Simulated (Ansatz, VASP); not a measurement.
# Cu: VASP beside Ansatz

```
Cu
1.0
     0.00000    1.77995    1.77995
     1.77995    0.00000    1.77995
     1.77995    1.77995    0.00000
Cu
1
Direct
  0.00000 0.00000 0.00000
```

Alike in both runs: task single point; functional revPBE; k mesh 24 × 24 × 24; occupations fermi-dirac, width 0.1 eV; no spin polarisation.

```csv
,VASP,Ansatz
version,VASP 6.6.1,Ansatz 0.2.0
potentials or method,"VASP PAW PBE potentials, release 64 (Cu), cutoff 520 eV","plane waves (420 eV) with PAW, scalar-relativistic"
valence electrons in the cell,11,19
```

Ansatz gave:

```
pressure (GPa) : 13.4
```

**Question.** Which values does VASP return?

**Answer.** Pressure (GPa): 13.9.

VASP's potentials were made for PBE, not for revPBE. VASP's potentials hold 11 valence electrons a cell and Ansatz's 19, so a difference there can come from the potentials and not from the codes.
